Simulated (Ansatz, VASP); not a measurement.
# One calculation of LiH, two programs

```xyz
2
Lattice="0.0000 1.9821 1.9821 1.9821 0.0000 1.9821 1.9821 1.9821 0.0000" Properties=species:S:1:pos:R:3 pbc="T T T"
Li    0.0000    0.0000    0.0000
H     1.9821    1.9821    1.9821
```

Alike in both runs: task single point; functional r2SCAN; k mesh 10 × 10 × 10; occupations gaussian, width 0.02 eV; no spin polarisation.

|  | VASP | Ansatz |
| --- | --- | --- |
| version | VASP 6.6.1 | Ansatz 0.2.0 |
| potentials or method | VASP PAW PBE potentials, release 64 (Li_sv, H), cutoff 520 eV | scalar-relativistic, plane waves, PAW |
| valence electrons in the cell | 4 | 4 |

Ansatz gave:

* gap on the k mesh at the Fermi level (eV): 3.61
* least direct gap on the mesh (eV): 3.61

Task: Which values does VASP return?

Result: gap on the k mesh at the Fermi level (eV): 3.56; least direct gap on the mesh (eV): 3.56.

VASP's potentials were made for PBE, not for r2SCAN. The functional is the same, so the differences come from potentials, cutoffs and numerics.

Noted on VASP's run: the cutoff is short for stress, so the pressure is rough.
